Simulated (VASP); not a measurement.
Here is a VASP 6.6.1 calculation.

Contents of INCAR:

```
SYSTEM = BeSe
PREC     = Accurate       ! precision mode
ENCUT    = 520            ! plane-wave cutoff, eV
EDIFF    = 1E-6           ! SCF threshold, eV
ISMEAR   = -1             ! smearing method
SIGMA    = 0.05           ! smearing width, eV
LREAL    = .FALSE.        ! projectors in reciprocal space
LASPH    = .TRUE.         ! aspherical terms in the spheres
NELM     = 60             ! most SCF steps
ALGO     = Normal         ! electronic algorithm
ISIF     = 2              ! what is computed and relaxed
LWAVE    = .FALSE.        ! write WAVECAR
LCHARG   = .FALSE.        ! write CHGCAR
LDIPOL   = .TRUE.       
IDIPOL   = 3            
DIPOL    = 0.5 0.5 0.500
GGA      = PE             ! functional
IVDW     = 13             ! dispersion correction
IBRION   = 2              ! ionic algorithm
NSW      = 60             ! ionic steps
EDIFFG   = -0.02          ! ionic threshold
```

The input KPOINTS:

```
Automatic mesh
0
G
  9 9 1
  0 0 0
```

The input POSCAR:

```
BeSe
1.0
    3.5850313806      0.0000000000      0.0000000000
   -1.7925156903      3.1047282490      0.0000000000
    0.0000000000      0.0000000000     24.5132890606
Se Be
4 4
Selective dynamics
Direct
    0.0000000000      0.0000000000      0.3059564949  F F F
    0.3333333333      0.6666666667      0.4253678827  F F F
    0.6666666667      0.3333333333      0.5447792704  T T T
    0.0000000000      0.0000000000      0.6641906581  T T T
    0.3333333333      0.6666666667      0.3358093419  F F F
    0.6666666667      0.3333333333      0.4552207296  F F F
    0.0000000000      0.0000000000      0.5746321173  T T T
    0.3333333333      0.6666666667      0.6940435051  T T T
```

Potentials or basis: VASP PAW PBE potentials, release 64 (Se, Be).

Run with:

```console
$ cat potpaw_PBE.64/Se/POTCAR potpaw_PBE.64/Be/POTCAR > POTCAR
$ mpirun -np 1 vasp_std > vasp.out
```

**Question.** Estimate the band gap on the k mesh.

**Answer.** Zero (bands 16 and 17 overlap by 0.52 eV).

**Question.** Estimate the energy gained by relaxing.

**Answer.** 27.6 meV/atom.

Final structure:
```xyz
8
Lattice="3.5850 0.0000 0.0000 -1.7925 3.1047 0.0000 0.0000 0.0000 24.5133" Properties=species:S:1:pos:R:3 pbc="T T T"
Se    0.0000    0.0000    7.5000
Se    0.0000    2.0698   10.4272
Se    1.7925    1.0349   13.4843
Se    1.7925    3.1047   16.5500
Be    0.0000    2.0698    8.2318
Be    1.7925    1.0349   11.1590
Be    0.0000    0.0000   14.1294
Be    0.0000    2.0698   16.8255
```
